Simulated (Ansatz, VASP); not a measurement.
## Br in VASP and in Ansatz

```xyz
4
Lattice="3.3632 -2.3226 0.0000 3.3632 2.3226 0.0000 0.0000 0.0000 8.7023" Properties=species:S:1:pos:R:3 pbc="T T T"
Br    3.3632    0.6266    3.3948
Br    3.3632    1.6959    7.7459
Br    3.3632   -0.6266    5.3075
Br    3.3632   -1.6959    0.9564
```

Alike in both runs: task relaxation of cell and atoms; functional PBE; dispersion D3(BJ); k mesh 7 × 7 × 3; occupations fermi-dirac, width 0.05 eV; no spin polarisation.

|  | VASP | Ansatz |
| --- | --- | --- |
| version | VASP 6.6.1 | Ansatz 0.2.0 |
| potentials or method | VASP PAW PBE potentials, release 64 (Br) | Ansatz PAW |
| plane-wave cutoff (eV) | 600 | 420 |
| valence electrons in the cell | 28 | 28 |

Ansatz gave:

* gap on the k mesh at the Fermi level, each at its own relaxed structure (eV): 1.33
* relaxed volume (Å³/atom): 31.05
* relaxed cell length with the largest relative difference (Å): 4.061

**Question.** What did VASP give for the same quantities?

**Answer.** gap on the k mesh at the Fermi level, each at its own relaxed structure (eV): 1.33; relaxed volume (Å³/atom): 31.13; relaxed cell length with the largest relative difference (Å): 4.067.

Noted on Ansatz's run: odd divisions of the mesh miss points on the zone boundary, where band edges often lie, so the gap on the mesh can be too wide; the plane-wave basis is chosen anew once the cell has moved, so the energies of steps on either side of that aren't comparable.
